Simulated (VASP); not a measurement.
## C: single point with PBE

Crystal: C.

```xyz
12
Lattice="4.2096 0.0000 0.0000 0.0000 3.8246 0.0000 0.0000 0.0000 4.5901" Properties=species:S:1:pos:R:3 pbc="T T T"
C     1.3999    0.0000    0.0000
C     0.7049    0.0000    2.2951
C     2.8096    0.0000    0.0000
C     3.5047    0.0000    2.2951
C     2.8564    2.4572    0.4861
C     3.4580    1.3673    2.7812
C     3.4580    2.4572    1.8090
C     2.8564    1.3673    4.1040
C     1.3532    1.3673    4.1040
C     0.7516    2.4572    1.8090
C     0.7516    1.3673    2.7812
C     1.3532    2.4572    0.4861
```

The cell was generated, and may not be a known phase.

```
Program                : VASP 6.6.1
Task                   : single point
Functional             : PBE
Potentials or basis    : VASP PAW PBE potentials, release 64 (C)
Cutoff                 : 520 eV
k mesh                 : 4 × 4 × 4
Occupations            : gaussian, width 0.1 eV
Spin                   : no spin polarisation
Dipole correction      : no
Further INCAR settings : ALGO = Normal; EDIFF = 1e-06; NBANDS = 36
```

The pressure is 65.7 GPa and the largest force is 4.062 eV/Å.

Forces on the atoms (eV/Å):
```
C    4.062  0.000  0.000
C   -4.062  0.000  0.000
C   -4.062  0.000  0.000
C    4.062  0.000  0.000
C    1.396 -0.297  1.458
C   -1.396  0.297  1.458
C   -1.396 -0.297 -1.458
C    1.396  0.297 -1.458
C   -1.396  0.297 -1.458
C    1.396 -0.297 -1.458
C    1.396  0.297  1.458
C   -1.396 -0.297  1.458
```

Stress tensor (GPa, compression positive):
```
45.74  0.00  0.00
 0.00 92.30  0.00
 0.00  0.00 59.08
```

Wall time 63 s on 1 thread of AMD EPYC 7R13 Processor (Zen 3) (shared host), peak memory 0.16 GiB.

Caveat: the stress differs along the axes, from 46 to 92 GPa; this functional lacks dispersion, which binds layers or chains, so the pressure and a relaxed spacing across them are unreliable; forces of over 1 eV/Å act on the atoms, so gaps and moduli don't describe the material at rest.
